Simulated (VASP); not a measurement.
A run of VASP 6.6.1 is set up as follows.

INCAR

```
SYSTEM = Li2AlF5
ALGO = Normal
EDIFF = 1E-6
ENCUT = 520
GGA = PE
ISIF = 2
ISMEAR = -1
ISYM = 0
LASPH = .TRUE.
LCHARG = .TRUE.
LELF = .TRUE.
LREAL = Auto
LVHAR = .TRUE.
LWAVE = .FALSE.
NBANDS = 84
NELM = 60
PREC = Accurate
SIGMA = 0.0655
```

File KPOINTS:

```
k-points
0
G
  1 1 1
  0 0 0
```

POSCAR

```
Li2AlF5
1.0
    6.1911310000     -0.0229290000     -0.1913040000
   -0.0229290000      6.2658620000     -0.0128380000
   -0.1913040000     -0.0128380000      6.2422390000
Al F Li
3 15 6
Direct
    0.5556391664      0.4802158959      0.3524913107
    0.1329261499      0.1187589156      0.9158835365
    0.5937122693      0.8833274693      0.9315153890
    0.8396488666      0.1613684767      0.8920624211
    0.6551664967      0.9030051571      0.1984255572
    0.8523359143      0.7391697200      0.8853598413
    0.3619354589      0.7151695951      0.9137849493
    0.5833738941      0.9152792289      0.6450506163
    0.8753743245      0.5244702969      0.3626768792
    0.5047207776      0.2336006102      0.3771182212
    0.1004002661      0.9290960066      0.6811251070
    0.1548396251      0.3515474864      0.1216481148
    0.5949422874      0.4394943971      0.0953271844
    0.4271627314      0.1355912886      0.8885253609
    0.3150642129      0.6336802238      0.3836833596
    0.1473856480      0.9547438781      0.1478407773
    0.6267380447      0.5004227275      0.6540174001
    0.1271205535      0.3598622077      0.7615037780
    0.1189770741      0.6632203215      0.0901218638
    0.3896432850      0.9755033892      0.4131084746
    0.8680127619      0.8010980487      0.5955878668
    0.8828036334      0.3978288935      0.6635100312
    0.8585762703      0.3467624447      0.1142958177
    0.4149494385      0.4330618114      0.8648677398
```

Potentials or basis: VASP PAW PBE potentials, release 64 (Al, F, Li_sv).

The run is started by

```bash
$ cat potpaw_PBE.64/Al/POTCAR potpaw_PBE.64/F/POTCAR potpaw_PBE.64/Li_sv/POTCAR > POTCAR
$ mpirun -np 1 vasp_gam > vasp.out
```

Problem. Predict the largest force.

Solution. 5.026 eV/Å.

Forces in eV/Å, atoms in the order of the input:
```
Al  -0.342  3.985  3.044
Al   0.038 -0.405 -0.238
Al   0.613  0.083 -2.221
F   -0.154 -0.611  0.393
F   -0.205 -0.239  0.678
F   -0.766 -0.325  1.243
F    0.653  0.213  0.456
F    0.617 -0.365 -0.314
F   -1.315  0.054  0.640
F   -0.817 -3.532  1.064
F    0.951  1.889  0.370
F   -0.300 -0.521 -0.073
F    0.262  0.822 -1.844
F   -0.463 -0.820  0.920
F    1.557 -0.036 -0.583
F   -0.066  0.352 -0.285
F   -0.939 -0.094 -1.088
F    1.592  0.023 -1.149
Li   0.145  0.056  0.333
Li  -0.291 -0.541  0.027
Li  -0.526 -0.129 -0.407
Li  -0.722 -0.116 -0.617
Li   0.531  0.019  0.430
Li  -0.052  0.237 -0.780
```

Caveat: the k points lie up to 1.02 Å⁻¹ apart, too coarse for converged energies, forces and pressures; the atoms stand as in a frame of molecular dynamics.
